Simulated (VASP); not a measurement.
# GaN (Pmn2_1) in VASP: single point with r2SCAN

Aim: the single point of GaN with r2SCAN.

Program: VASP 6.6.1. These are calculated values, not measurements. Logs are shortened: lines on timing, memory, paths and dates and some standing lists are left out, and cuts for length are marked.

## Step 1: The cell of the first run

It takes space group Pmn2_1 (No. 31, orthorhombic). Conventional cell: a = 3.187 Å, b = 9.261 Å, c = 4.507 Å, α = 90.00°, β = 90.00°, γ = 90.00°. Ga (site symmetry m) has 4 N at 1.72 to 1.95 Å within 2.3 Å. Ga (site symmetry m) has 4 N at 1.95 Å within 2.6 Å. Ga (site symmetry m) has 4 N at 1.95 Å within 2.6 Å. N (site symmetry m) has 4 Ga at 1.95 Å within 2.6 Å. Within 2.6 Å of N (site symmetry m) lie 4 Ga at 1.95 Å. N (site symmetry m) has 4 Ga at 1.72 to 1.95 Å within 2.3 Å.

## Step 2: Single point, r2SCAN (the distance across one plane changed)

POSCAR reads:

```
GaN
1.0
    4.5070012150      0.0000000000      0.0000000000
    0.0000000000      2.2535006075     -2.2535006075
    0.0000000000      6.5483697881      6.5483697881
Ga N
6 6
Direct
    0.0000000000      0.0000000000      0.9463445401
    0.5000000000      0.5000000000      0.0860156795
    0.0000000000      0.0000000000      0.2580814516
    0.5000000000      0.5000000000      0.4301472237
    0.0000000000      0.0000000000      0.6022129959
    0.5000000000      0.5000000000      0.7742787680
    0.7500000000      0.0000000000      0.4301472237
    0.2500000000      0.5000000000      0.6022129959
    0.7500000000      0.0000000000      0.7742787680
    0.2500000000      0.5000000000      0.9463445401
    0.7500000000      0.0000000000      0.0860156795
    0.2500000000      0.5000000000      0.2580814516
```

INCAR.step1 reads:

```
SYSTEM = GaN
ALGO = Normal
EDIFF = 1E-4
ENCUT = 520
GGA = PE
ISMEAR = 0
LASPH = .True.
LCHARG = .False.
LREAL = .False.
LWAVE = .True.
NBANDS = 66
NELM = 60
PREC = Accurate
SIGMA = 0.05
```

INCAR.step2 reads:

```
SYSTEM = GaN
ALGO = Normal
EDIFF = 1E-6
ENCUT = 520
ISIF = 2
ISMEAR = 0
ISTART = 1
LASPH = .True.
LCHARG = .False.
LMIXTAU = .True.
LREAL = .False.
LWAVE = .False.
METAGGA = R2SCAN
NBANDS = 66
NELM = 60
PREC = Accurate
SIGMA = 0.05
```

KPOINTS reads:

```
k-points
0
Gamma
  6 8 3
  0 0 0
```

Potentials or basis: VASP PAW PBE potentials, release 64 (Ga_d, N).

Run with:

```console
cat potpaw_PBE.64/Ga_d/POTCAR potpaw_PBE.64/N/POTCAR > POTCAR
cp INCAR.step1 INCAR
mpirun -np 1 vasp_std > vasp.out
cp INCAR.step2 INCAR
mpirun -np 1 vasp_std > vasp.out
```

OUTCAR:

```text
SYSTEM = GaN
   EDIFF = 1E-6
   ENCUT = 520
   ISIF = 2
   ISMEAR = 0
   ISTART = 1
   LASPH = .True.
   LREAL = .False.
   METAGGA = R2SCAN
   NELM = 60
   PREC = Accurate

 ion  position               nearest neighbor table
   1  0.000  0.000  0.946-  11 1.72   9 1.95  10 1.95  10 1.95   3 2.89
   2  0.500  0.500  0.086-  10 1.72  12 1.95  11 1.95  11 1.95   6 2.89
   3  0.000  0.000  0.258-   7 1.95  11 1.95  12 1.95  12 1.95   1 2.89
   4  0.500  0.500  0.430-  12 1.95   7 1.95   7 1.95   8 1.95
   5  0.000  0.000  0.602-   9 1.95   8 1.95   8 1.95   7 1.95
   6  0.500  0.500  0.774-  10 1.95   8 1.95   9 1.95   9 1.95   2 2.89
   7  0.750  0.000  0.430-   3 1.95   4 1.95   4 1.95   5 1.95
   8  0.250  0.500  0.602-   6 1.95   5 1.95   5 1.95   4 1.95
   9  0.750  0.000  0.774-   1 1.95   5 1.95   6 1.95   6 1.95
  10  0.250  0.500  0.946-   2 1.72   6 1.95   1 1.95   1 1.95
  11  0.750  0.000  0.086-   1 1.72   3 1.95   2 1.95   2 1.95
  12  0.250  0.500  0.258-   2 1.95   4 1.95   3 1.95   3 1.95

  LATTYP: Found a simple orthorhombic cell.
 ALAT       =     3.1869311219
 B/A-ratio  =     1.4142135624
 C/A-ratio  =     2.9058655526

  Lattice vectors:

 A1 = (   0.0000000000,  -2.2535006075,   2.2535006075)
 A2 = (   4.5070012150,   0.0000000000,   0.0000000000)
 A3 = (   0.0000000000,   6.5483697881,   6.5483697881)

Analysis of symmetry for initial positions (statically):
=====================================================================
 Subroutine PRICEL returns:
 Original cell was already a primitive cell.

 Routine SETGRP: Setting up the symmetry group for a
 simple orthorhombic supercell.

 Subroutine GETGRP returns: Found  4 space group operations
 (whereof  2 operations were pure point group operations)
 out of a pool of  8 trial point group operations.

The static configuration has the point symmetry C_1h.
 The point group associated with its full space group is C_2v.

Analysis of symmetry for dynamics (positions and initial velocities):
=====================================================================
 Subroutine PRICEL returns:
 Original cell was already a primitive cell.

 Routine SETGRP: Setting up the symmetry group for a
 simple orthorhombic supercell.

 Subroutine GETGRP returns: Found  4 space group operations
 (whereof  2 operations were pure point group operations)
[... 132 lines left out ...]
   TEBEG  =    0.0;   TEEND  =   0.0 temperature during run
   PSTRESS=    0.0 pullay stress
   NELECT =     108.0000    total number of electrons
   NUPDOWN=      -1.0000    fix difference up-down
   EMIN   =  10.00;   EMAX   =-10.00  energy-range for DOS
   EFERMI =   0.00;   METHOD = LEGACY
   ISMEAR =     0;   SIGMA  =   0.05  broadening in eV -4-tet -1-fermi 0-gaus
   EFERMI_NEDOS =   21; number of points for ismear=-14 and -15
   IALGO  =     38    algorithm
   IMIX   =      4    mixing-type and parameters
     AMIX     =   0.40;   BMIX     =  1.00
     AMIX_MAG =   1.60;   BMIX_MAG =  1.00
  volume/ion in A,a.u.               =      11.08        74.80
  Fermi-wavevector in a.u.,A,eV,Ry     =   1.527261  2.886105 31.735941  2.332526
  Thomas-Fermi vector in A             =   2.635181
   LORBIT       =      0    0 simple, 1 ext, 2 COOP (PROOUT), +10 PAW based schemes
   METAGGA = R2SCAN    functional components
   LHFCALC =     F    Hartree Fock is set to
   AEXX    =    0.0000 exact exchange contribution
   IVDW    =     0    specifies the selected vdW correction
   LEPSILON=     F    determine dielectric tensor
   LRPA    =     F    only Hartree local field effects (RPA)
 non-spin polarized calculation
 Gauss-broadening in eV      SIGMA  =   0.05
  energy-cutoff  :      520.00
  volume of cell :      133.02
 maximum number of plane-waves:      3632
 NGX is ok and might be reduce to    36
   NGX = 17   NGY = 11   NGZ = 35

 number of electron     107.9999990 magnetization

 Free energy of the ion-electron system (eV)
  ---------------------------------------------------
  ext. energy  EPLUGINS =         0.00000000
  ---------------------------------------------------
  free energy    TOTEN  =      -130.20237221 eV

  energy without entropy =     -130.20237221  energy(sigma->0) =     -130.20237221

 E-fermi :   5.7372     XC(G=0): -12.8167

 val. band max:        5.5118677100   @ k =   0.0000   0.0000   0.0000
 cond. band min:       7.6574952647   @ k =   0.0000   0.0000   0.0000
 fundamental gap:      2.1456275547
 Fermi energy:         5.7371852190

 k-point     1 :       0.0000    0.0000    0.0000
  band No.  band energies     occupation
      1     -12.0345      2.00000
      2     -11.0688      2.00000
      3     -10.9601      2.00000
      4     -10.5482      2.00000
      5     -10.2597      2.00000
      6     -10.1607      2.00000
[... 1645 lines left out ...]
     65      15.1269      0.00000
     66      15.1270      0.00000

 [... further k-points ...]

------------------------ aborting loop because EDIFF is reached ----------------------------------------

  FORCE on cell =-STRESS in cart. coord.  units (eV):
  Direction    XX          YY          ZZ          XY          YZ          ZX
  --------------------------------------------------------------------------------------
  -------------------------------------------------------------------------------------
  Total        7.7366724      7.9023096      7.9023096      0.0000000      7.7193722      0.0000000
  in kB       93.1871957     95.1822743     95.1822743      0.0000000     92.9788168      0.0000000
  external PRESSURE =      94.5172481 kB  Pullay stress =       0.0000000 kB

 VOLUME and BASIS-vectors are now :
 -----------------------------------------------------------------------------
  energy-cutoff  :      520.00
  volume of cell :      133.02
      direct lattice vectors                 reciprocal lattice vectors
     4.507001215  0.000000000  0.000000000     0.221877020  0.000000000  0.000000000
     0.000000000  2.253500607 -2.253500607     0.000000000  0.221877020 -0.221877020
     0.000000000  6.548369788  6.548369788     0.000000000  0.076354882  0.076354882

 POSITION                                       TOTAL-FORCE (eV/Angst)
 -----------------------------------------------------------------------------------
      0.00000      6.19701      6.19701         2.507077     -2.866444     -2.866444
      2.25350      1.69001     -0.56349         2.507077      2.866444      2.866444
      0.00000      1.69001      1.69001         0.030248      0.474106      0.474106
      2.25350      3.94351      1.69001        -0.062881      0.013226      0.013226
      0.00000      3.94351      3.94351        -0.062881     -0.013226     -0.013226
      2.25350      6.19701      3.94351         0.030248     -0.474106     -0.474106
      3.38025      2.81676      2.81676         0.012995     -0.050832     -0.050832
      1.12675      5.07026      2.81676         0.012995      0.050832      0.050832
      3.38025      5.07026      5.07026         0.062136     -0.290296     -0.290296
      1.12675      7.32376      5.07026        -2.549575     -2.908582     -2.908582
      3.38025      0.56326      0.56326        -2.549575      2.908582      2.908582
      1.12675      2.81676      0.56326         0.062136      0.290296      0.290296
 -----------------------------------------------------------------------------------
    total drift:                                0.011397     -0.002293     -0.002293

  FREE ENERGIE OF THE ION-ELECTRON SYSTEM (eV)
  ---------------------------------------------------
  free  energy   TOTEN  =      -130.2023722124 eV

  energy  without entropy=     -130.2023722124  energy(sigma->0) =     -130.20237221
```

Run time: 46 min. Hardware: 1 thread of Intel Xeon 8259CL, shared host; peak memory 0.38 GiB.

Results:

| Item | Value |
| --- | --- |
| Free energy | -130.2024 eV |
| Pressure | 9.5 GPa |
| Largest force | 4.839 eV/Å |
| Band gap on the k mesh | 2.15 eV |

Forces on the atoms (eV/Å):
```
Ga   2.507 -2.866 -2.866
Ga   2.507  2.866  2.866
Ga   0.030  0.474  0.474
Ga  -0.063  0.013  0.013
Ga  -0.063 -0.013 -0.013
Ga   0.030 -0.474 -0.474
N    0.013 -0.051 -0.051
N    0.013  0.051  0.051
N    0.062 -0.290 -0.290
N   -2.550 -2.909 -2.909
N   -2.550  2.909  2.909
N    0.062  0.290  0.290
```

Stress tensor (GPa, compression positive):
```
9.32 0.00 0.00
0.00 9.52 9.30
0.00 9.30 9.52
```

Caveat: the cell differs from its parent crystal (the distance across one plane changed); the cell stands under pressure; the PAW data sets were made with another functional, which shifts forces and pressure a little.
